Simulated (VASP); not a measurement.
Set up this calculation in VASP 6.6.1, as the native input.

```yaml
Task: electric field gradients
Functional: PBE
Potentials_or_basis: VASP PAW PBE potentials, release 64 (Hf_pv, C)
Cutoff: 520 eV
k_mesh: 11 × 11 × 11
Occupations: fermi-dirac, width 0.08 eV
Spin: no spin polarisation
Dipole_correction: no
Further_INCAR_settings: ALGO = Normal; EDIFF = 1e-08; NBANDS = 14
```

The structure of HfC (zincblende type) lies in POSCAR:

```
HfC
1.0
    0.0000000000      2.4709741679      2.4709741679
    2.4709741679      0.0000000000      2.4709741679
    2.4709741679      2.4709741679      0.0000000000
Hf C
1 1
Direct
    0.0000000000      0.0000000000      0.0000000000
    0.2500000000      0.2500000000      0.2500000000
```

This cell differs from its parent crystal: volume scaled by 0.9405.

One way to write it, as run:

INCAR

```
PREC = Accurate
ENCUT = 520
EDIFF = 1E-8
ISMEAR = -1
SIGMA = 0.08
LREAL = F
LASPH = T
NELM = 80
ALGO = Normal
ISIF = 2
LWAVE = F
LCHARG = F
GGA = PE
LEFG = T
NBANDS = 14
```

KPOINTS

```
regular mesh
0
Gamma
  11 11 11
```

Potentials or basis: VASP PAW PBE potentials, release 64 (Hf_pv, C).

Run with:

```sh
$ cat potpaw_PBE.64/Hf_pv/POTCAR potpaw_PBE.64/C/POTCAR > POTCAR
$ mpirun -np 1 vasp_std > vasp.out
```

Results of the run:

| Property | Result |
| --- | --- |
| Pressure | 10.5 GPa |
| Band gap on the k mesh | 0.43 eV, indirect (the least direct gap lies 0.6 meV higher) |

Caveat: without QUAD_EFG the Cq values of the log hold for a quadrupole moment of 1 mb, not for the nuclei; spin-orbit coupling is left out, which moves the levels of the heavy elements.

Wall time 16 s on 1 thread of AMD EPYC 9R45 96-Core Processor (Zen 5) (shared host), peak memory 0.14 GiB.
